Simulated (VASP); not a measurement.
A run of VASP 6.6.1 is set up as follows.

INCAR

```
SYSTEM = CdCCl3
PREC = Accurate ; ENCUT = 520
EDIFF = 1E-7 ; ISMEAR = -1
SIGMA = 0.1 ; LREAL = .False.
LASPH = .True. ; NELM = 80
ALGO = Normal ; ISIF = 2
LWAVE = .False. ; LCHARG = .True.
GGA = PE ; LELF = .True.
LVHAR = .True. ; NBANDS = 48
```

File KPOINTS:

```
regular mesh
0
Gamma
  4 4 4
  0 0 0
```

POSCAR

```
CdCCl3
1.0
    2.5789340000     -5.8749940000      0.0000000000
    2.5789340000     -2.3714500000     -5.3750940000
    5.4023340000      2.3714500000      5.3750940000
Cd C Cl
2 2 6
Direct
    0.0000000000      0.0000000000      0.0000000000
    0.5000000000      0.0000000000      0.5000000000
    0.7500000000      0.5000000000      0.7500000000
    0.2500000000      0.5000000000      0.2500000000
    0.2500000000      0.5000000000      0.7500000000
    0.2500000000      0.0000000000      0.7500000000
    0.7500000000      0.0000000000      0.7500000000
    0.7500000000      0.5000000000      0.2500000000
    0.7500000000      0.0000000000      0.2500000000
    0.2500000000      0.0000000000      0.2500000000
```

Potentials or basis: VASP PAW PBE potentials, release 64 (Cd, C, Cl).

Run with:

```console
$ cat potpaw_PBE.64/Cd/POTCAR potpaw_PBE.64/C/POTCAR potpaw_PBE.64/Cl/POTCAR > POTCAR
$ mpirun -np 1 vasp_std > vasp.out
```

Task: Predict the band gap on the k mesh.

Result: Zero (bands 37 and 38 overlap by 0.19 eV).

Task: Predict the pressure.

Result: 2.2 GPa.

Stress tensor (GPa, compression positive):
```
 1.78 -0.34 -0.22
-0.34  2.40 -0.10
-0.22 -0.10  2.48
```
